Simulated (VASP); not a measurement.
Runs of VASP 6.6.1 on Cu. The structure is that of space group P6_3/mmc (No. 194), or close to it. The cells are those of the table. This isn't the form of Cu at room conditions, which is fcc.

| task | cell | k mesh | cutoff (eV) | gap on the mesh (eV) | pressure (GPa) |
| --- | --- | --- | --- | --- | --- |
| single point | a = 2.584, b = 2.584, c = 8.442 Å, angles 90.0, 90.0, 120.0°, 4 atoms | 19 × 19 × 5 | 520 | none | -15.3 |
| single point | a = 2.454, b = 2.454, c = 8.019 Å, angles 90.0, 90.0, 120.0°, 4 atoms | 19 × 19 × 5 | 520 | none | (b) |
| single point | a = 2.488, b = 2.488, c = 8.129 Å, angles 90.0, 90.0, 120.0°, 4 atoms | 19 × 19 × 5 | 520 | none | 1.0 |
| single point | a = 2.384, b = 2.384, c = 7.790 Å, angles 90.0, 90.0, 120.0°, 4 atoms | 19 × 19 × 5 | 520 | none | 34.1 |
| single point | a = 2.420, b = 2.420, c = 7.906 Å, angles 90.0, 90.0, 120.0°, 4 atoms | 19 × 19 × 5 | 520 | none | (a) |
| single point | a = 2.553, b = 2.553, c = 8.341 Å, angles 90.0, 90.0, 120.0°, 4 atoms | 19 × 19 × 5 | 520 | none | -11.2 |
| relaxation of cell and atoms | relaxed from a = 2.556, b = 2.556, c = 8.348 Å, angles 90.0, 90.0, 120.0°, 4 atoms | 14 × 14 × 4 | 600 | none | -0.1 |
| single point | a = 2.521, b = 2.521, c = 8.236 Å, angles 90.0, 90.0, 120.0°, 4 atoms | 19 × 19 × 5 | 520 | none | -5.8 |

Alike in all rows: level LDA; potentials or basis VASP PAW LDA potentials, release 64 (Cu); no spin polarisation; smearing fermi-dirac 0.1 eV.

Question: Estimate the missing entries.

Answer: (a) 20.5; (b) 9.7.

Caveats: the cell stands under tension (at least some runs); the cell stands under pressure (at least some runs).

A gap of «none» marks levels without a gap at the run's occupations.
